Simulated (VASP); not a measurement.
# BN (P-6m2) in VASP: further runs

The runs below take BN through single point, with PBEsol.

Everything below comes from runs of VASP 6.6.1. Logs are shortened: lines on timing, memory, paths and dates and some standing lists are left out, and cuts for length are marked.

## (1) The cell of the first run

Symmetry: P-6m2, No. 187, hexagonal system. Conventional cell: a = 2.353 Å, b = 2.353 Å, c = 6.874 Å, α = 90.00°, β = 90.00°, γ = 120.00°. Within 1.8 Å of B (site symmetry -6m2) lie 3 N at 1.36 Å. Within 1.8 Å of B (site symmetry -6m2) lie 3 N at 1.36 Å. N (site symmetry -6m2) has 3 B at 1.36 Å within 1.8 Å. N (site symmetry -6m2) has 3 B at 1.36 Å within 1.8 Å.

## (2) Single point, PBEsol (strained)

INCAR reads:

```
SYSTEM = BN
PREC     = Accurate       ! precision mode
ENCUT    = 520            ! plane-wave cutoff, eV
EDIFF    = 1E-7           ! SCF threshold, eV
ISMEAR   = 0              ! smearing method
SIGMA    = 0.02           ! smearing width, eV
LREAL    = .FALSE.        ! projectors in reciprocal space
LASPH    = .TRUE.         ! aspherical terms in the spheres
NELM     = 80             ! most SCF steps
ALGO     = Normal         ! electronic algorithm
ISIF     = 2              ! what is computed and relaxed
LWAVE    = .FALSE.        ! write WAVECAR
LCHARG   = .FALSE.        ! write CHGCAR
GGA      = PS             ! functional
NBANDS   = 16             ! bands
```

KPOINTS reads:

```
regular mesh
0
G
  12 12 4
  0 0 0
```

POSCAR reads:

```
BN
1.0
    2.3531736722      0.0000000000      0.0000000000
   -1.1765868361      2.0379081796      0.0000000000
    0.0000000000      0.0000000000      6.8741088000
B N
2 2
Direct
    0.0000000000      0.0000000000      0.5000000000
    0.3333333333      0.6666666667      0.0000000000
    0.0000000000      0.0000000000      0.0000000000
    0.6666666667      0.3333333333      0.5000000000
```

Potentials or basis: VASP PAW PBE potentials, release 64 (B, N).

On the command line:

```
cat potpaw_PBE.64/B/POTCAR potpaw_PBE.64/N/POTCAR > POTCAR
mpirun -np 1 vasp_std > vasp.out
```

OUTCAR:

```text
SYSTEM = BN
   PREC = Accurate
   ENCUT = 520
   EDIFF = 1E-7
   ISMEAR = 0
   LREAL = .FALSE.
   LASPH = .TRUE.
   NELM = 80
   ISIF = 2
   GGA = PS

 ion  position               nearest neighbor table
   1  0.000  0.000  0.500-   4 1.36   4 1.36   4 1.36
   2  0.333  0.667  0.000-   3 1.36   3 1.36   3 1.36
   3  0.000  0.000  0.000-   2 1.36   2 1.36   2 1.36
   4  0.667  0.333  0.500-   1 1.36   1 1.36   1 1.36

  LATTYP: Found a hexagonal cell.
 ALAT       =     2.3531736722
 C/A-ratio  =     2.9212075935

  Lattice vectors:

 A1 = (   2.3531736722,   0.0000000000,   0.0000000000)
 A2 = (  -1.1765868361,   2.0379081796,   0.0000000000)
 A3 = (   0.0000000000,   0.0000000000,   6.8741088000)

Analysis of symmetry for initial positions (statically):
=====================================================================
 Subroutine PRICEL returns:
 Original cell was already a primitive cell.

 Routine SETGRP: Setting up the symmetry group for a
 hexagonal supercell.

 Subroutine GETGRP returns: Found 12 space group operations
 (whereof 12 operations were pure point group operations)
 out of a pool of 24 trial point group operations.

The static configuration has the point symmetry D_3h.

Analysis of symmetry for dynamics (positions and initial velocities):
=====================================================================
 Subroutine PRICEL returns:
 Original cell was already a primitive cell.

 Routine SETGRP: Setting up the symmetry group for a
 hexagonal supercell.

 Subroutine GETGRP returns: Found 12 space group operations
 (whereof 12 operations were pure point group operations)
 out of a pool of 24 trial point group operations.

The dynamic configuration has the point symmetry D_3h.

 Subroutine INISYM returns: Found 12 space group operations
 (whereof 12 operations are pure point group operations),
 and found     1 'primitive' translations

----------------------------------------------------------------------------------------

                                     Primitive cell

  volume of cell :      32.9651

  direct lattice vectors                    reciprocal lattice vectors
     2.353173672  0.000000000  0.000000000     0.424958010  0.245349621  0.000000000
    -1.176586836  2.037908180  0.000000000     0.000000000  0.490699242  0.000000000
     0.000000000  0.000000000  6.874108800     0.000000000  0.000000000  0.145473403

  length of vectors
     2.353173672  2.353173672  6.874108800     0.490699242  0.490699242  0.145473403

  position of ions in fractional coordinates (direct lattice)
     0.000000000  0.000000000  0.500000000
     0.333333333  0.666666667  0.000000000
     0.000000000  0.000000000  0.000000000
     0.666666667  0.333333333  0.500000000

  ion indices of the primitive-cell ions
   primitive index   ion index
                 1           1
                 2           2
                 3           3
                 4           4

----------------------------------------------------------------------------------------

 KPOINTS: regular mesh

Automatic generation of k-mesh.
 Grid dimensions read from file:
 generate k-points for:   12   12    4

 Generating k-lattice:

  Cartesian coordinates                     Fractional coordinates (reciprocal lattice)
     0.035413167  0.020445802  0.000000000     0.083333333  0.000000000  0.000000000
     0.000000000  0.040891604  0.000000000     0.000000000  0.083333333  0.000000000
     0.000000000  0.000000000  0.036368351     0.000000000  0.000000000  0.250000000

  Length of vectors
     0.040891604  0.040891604  0.036368351

  Shift w.r.t. Gamma in fractional coordinates (k-lattice)
     0.000000000  0.000000000  0.000000000

 Subroutine IBZKPT returns following result:
 ===========================================

 Found     57 irreducible k-points:

 Following reciprocal coordinates:
            Coordinates               Weight
  0.000000  0.000000  0.000000      1.000000
  0.083333  0.000000  0.000000      6.000000
  0.166667  0.000000  0.000000      6.000000
  0.250000  0.000000  0.000000      6.000000
  0.333333  0.000000  0.000000      6.000000
  0.416667  0.000000  0.000000      6.000000
[... 16 lines left out ...]
  0.250000  0.000000  0.250000     12.000000
  0.333333  0.000000  0.250000     12.000000
 [... further k-points ...]
   k-points           NKPTS =     57   k-points in BZ     NKDIM =     57   number of bands    NBANDS=     16
   number of dos      NEDOS =    301   number of ions     NIONS =      4
   total plane-waves  NPLWV =  17496
   dimension x,y,z NGX =    18 NGY =   18 NGZ =   54
   dimension x,y,z NGXF=    36 NGYF=   36 NGZF=  108
   ions per type =               2   2
   NGX,Y,Z   is equivalent  to a cutoff of  12.72, 12.72, 13.06 a.u.
   NGXF,Y,Z  is equivalent  to a cutoff of  25.43, 25.43, 26.12 a.u.
 SYSTEM =  BN
   PREC   = accura    normal or accurate (medium, high low for compatibility)
   ISTART =      0    job   : 0-new  1-cont  2-samecut
   ICHARG =      2    charge: 1-file 2-atom 10-const
   ISPIN  =      1    spin polarized calculation?
   LNONCOLLINEAR =      F non collinear calculations
   LSORBIT =      F    spin-orbit coupling
   LASPH  =      T    aspherical Exc in radial PAW
   ENCUT  =  520.0 eV  38.22 Ry    6.18 a.u.   4.38  4.38 12.78*2*pi/ulx,y,z
   NELM   =     80;   NELMIN=  2; NELMDL= -5     # of ELM steps
   EDIFF  = 0.1E-06   stopping-criterion for ELM
   LREAL  =      F    real-space projection
   EDIFFG = 0.1E-05   stopping-criterion for IOM
   NSW    =      0    number of steps for IOM
   IBRION =     -1    ionic relax: 0-MD 1-quasi-New 2-CG
   NFREE  =      0    steps in history (QN), initial steepest desc. (CG)
   ISIF   =      2    stress and relaxation
   ISYM   =      2    0-nonsym 1-usesym 2-fastsym
   POTIM  = 0.5000    time-step for ionic-motion
   TEBEG  =    0.0;   TEEND  =   0.0 temperature during run
   PSTRESS=    0.0 pullay stress
   NELECT =      16.0000    total number of electrons
   NUPDOWN=      -1.0000    fix difference up-down
   EMIN   =  10.00;   EMAX   =-10.00  energy-range for DOS
   EFERMI =   0.00;   METHOD = LEGACY
   ISMEAR =     0;   SIGMA  =   0.02  broadening in eV -4-tet -1-fermi 0-gaus
   EFERMI_NEDOS =   21; number of points for ismear=-14 and -15
   IALGO  =     38    algorithm
   IMIX   =      4    mixing-type and parameters
     AMIX     =   0.40;   BMIX     =  1.00
     AMIX_MAG =   1.60;   BMIX_MAG =  1.00
  volume/ion in A,a.u.               =       8.24        55.61
  Fermi-wavevector in a.u.,A,eV,Ry     =   1.286559  2.431245 22.520839  1.655235
  Thomas-Fermi vector in A             =   2.418627
   LORBIT       =      0    0 simple, 1 ext, 2 COOP (PROOUT), +10 PAW based schemes
   GGA     = PS    functional components
   LHFCALC =     F    Hartree Fock is set to
   AEXX    =    0.0000 exact exchange contribution
   IVDW    =     0    specifies the selected vdW correction
   LEPSILON=     F    determine dielectric tensor
   LRPA    =     F    only Hartree local field effects (RPA)
 non-spin polarized calculation
 Gauss-broadening in eV      SIGMA  =   0.02
  energy-cutoff  :      520.00
  volume of cell :       32.97
 maximum number of plane-waves:       914
 NGX is ok and might be reduce to    18
   NGX =  9   NGY =  9   NGZ = 25

 number of electron      15.9999999 magnetization

 Free energy of the ion-electron system (eV)
  ---------------------------------------------------
  ext. energy  EPLUGINS =         0.00000000
  ---------------------------------------------------
  free energy    TOTEN  =       -35.51195835 eV

  energy without entropy =      -35.51195835  energy(sigma->0) =      -35.51195835

 E-fermi :   2.9493     XC(G=0): -10.4426

 val. band max:        2.7721301810   @ k =   0.3333   0.3333   0.5000
 cond. band min:       7.3941565546   @ k =   0.5000   0.0000   0.0000
 fundamental gap:      4.6220263736
 Fermi energy:         2.9493478185

 k-point     1 :       0.0000    0.0000    0.0000
  band No.  band energies     occupation
      1     -16.1415      2.00000
      2     -15.9196      2.00000
      3      -4.4004      2.00000
      4      -2.7014      2.00000
      5       1.6780      2.00000
      6       1.6780      2.00000
[... 8 lines left out ...]
     15      17.3739      0.00000
     16      18.0185      0.00000

 k-point     2 :       0.0833    0.0000    0.0000
  band No.  band energies     occupation
      1     -15.9871      2.00000
      2     -15.7687      2.00000
      3      -4.1836      2.00000
      4      -2.5002      2.00000
      5       1.0659      2.00000
      6       1.1227      2.00000
[... 8 lines left out ...]
     15      17.4345      0.00000
     16      17.7062      0.00000

 k-point     3 :       0.1667    0.0000    0.0000
  band No.  band energies     occupation
      1     -15.5307      2.00000
      2     -15.3229      2.00000
      3      -3.5400      2.00000
      4      -1.9069      2.00000
      5      -0.4988      2.00000
      6      -0.4357      2.00000
[... 8 lines left out ...]
     15      18.6095      0.00000
     16      18.6429      0.00000

 k-point     4 :       0.2500    0.0000    0.0000
  band No.  band energies     occupation
      1     -14.7968      2.00000
      2     -14.6072      2.00000
      3      -2.5119      2.00000
      4      -2.4947      2.00000
      5      -2.4367      2.00000
      6      -0.9588      2.00000
[... 8 lines left out ...]
     15      19.8376      0.00000
     16      21.2650      0.00000
[... 324 lines left out ...]
 k-point    22 :       0.1667    0.0000    0.2500
  band No.  band energies     occupation
      1     -15.5035      2.00000
      2     -15.3520      2.00000
      3      -3.3364      2.00000
      4      -2.1934      2.00000
      5      -0.4931      2.00000
      6      -0.4337      2.00000
[... 8 lines left out ...]
     15      18.5419      0.00000
     16      18.6041      0.00000

 k-point    23 :       0.2500    0.0000    0.2500
  band No.  band energies     occupation
      1     -14.7725      2.00000
      2     -14.6333      2.00000
      3      -2.5237      2.00000
      4      -2.4636      2.00000
      5      -2.2661      2.00000
      6      -1.2145      2.00000
[... 8 lines left out ...]
     15      21.2716      0.00000
     16      21.2975      0.00000

 k-point    24 :       0.3333    0.0000    0.2500
  band No.  band energies     occupation
      1     -13.8306      2.00000
      2     -13.7100      2.00000
      3      -4.5471      2.00000
      4      -4.4732      2.00000
      5      -1.0267      2.00000
      6      -0.9677      2.00000
[... 8 lines left out ...]
     15      21.0467      0.00000
     16      22.6427      0.00000

 [... further k-points ...]

------------------------ aborting loop because EDIFF is reached ----------------------------------------

  FORCE on cell =-STRESS in cart. coord.  units (eV):
  Direction    XX          YY          ZZ          XY          YZ          ZX
  --------------------------------------------------------------------------------------
  -------------------------------------------------------------------------------------
  Total       17.6230706     17.6230706      0.0054674      0.0000000      0.0000000      0.0000000
  in kB      856.5193276    856.5193276      0.2657251      0.0000000      0.0000000      0.0000000
  external PRESSURE =     571.1014601 kB  Pullay stress =       0.0000000 kB

 VOLUME and BASIS-vectors are now :
 -----------------------------------------------------------------------------
  energy-cutoff  :      520.00
  volume of cell :       32.97
      direct lattice vectors                 reciprocal lattice vectors
     2.353173672  0.000000000  0.000000000     0.424958010  0.245349621  0.000000000
    -1.176586836  2.037908180  0.000000000     0.000000000  0.490699242  0.000000000
     0.000000000  0.000000000  6.874108800     0.000000000  0.000000000  0.145473403

 POSITION                                       TOTAL-FORCE (eV/Angst)
 -----------------------------------------------------------------------------------
      0.00000      0.00000      3.43705         0.000000      0.000000      0.000000
     -0.00000      1.35861      0.00000        -0.000000     -0.000000      0.000000
      0.00000      0.00000      0.00000        -0.000000      0.000000      0.000000
      1.17659      0.67930      3.43705        -0.000000      0.000000      0.000000
 -----------------------------------------------------------------------------------
    total drift:                                0.000001     -0.000001     -0.000000

  FREE ENERGIE OF THE ION-ELECTRON SYSTEM (eV)
  ---------------------------------------------------
  free  energy   TOTEN  =       -35.5119583536 eV

  energy  without entropy=      -35.5119583536  energy(sigma->0) =      -35.51195835
```

It took 16 s on 1 thread of AMD EPYC 9R45 (Zen 5), shared host; peak memory 0.12 GiB.

Results:

```
Free energy            : -35.5120 eV
Pressure               : 57.1 GPa
Band gap on the k mesh : 4.62 eV, indirect (least direct gap 4.95 eV)
```

Caveat: the cell differs from its parent crystal (strained); the PAW data sets were made with another functional, which shifts forces and pressure a little; this functional lacks dispersion, which binds the layers, so the pressure and a relaxed spacing across them are unreliable. A k mesh can miss the band edges.

[end of part 1 of 3]
